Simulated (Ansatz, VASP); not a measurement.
**Two plane-wave programs on BiB**

```
CELL_PARAMETERS angstrom
3.36228 0.00000 0.00000
0.00000 3.36228 0.00000
0.00000 0.00000 3.36228
ATOMIC_POSITIONS crystal
B 0.00000 0.00000 0.00000
Bi 0.50000 0.50000 0.50000
```

Change from the starting cell: volume scaled by 1, PAW files.

Alike in both runs: task single point; functional PBE; k mesh 13 × 13 × 13; occupations fermi-dirac, width 0.05 eV; no spin polarisation.

```csv
,VASP,Ansatz
version,VASP 6.6.1,Ansatz 0.2.0
potentials or method,"VASP PAW PBE potentials, release 64 (B, Bi_d)","PAW with Ansatz's default frozen-core files, scalar-relativistic"
plane-wave cutoff (eV),520,420
valence electrons in the cell,18,18
```

|  | VASP | Ansatz | Ansatz less VASP |
| --- | --- | --- | --- |
| pressure (GPa) | 0.0 | 0.0 | +0.03 |

The functional is the same, so the differences come from potentials, cutoffs and numerics.

Neither program's run includes spin-orbit coupling.
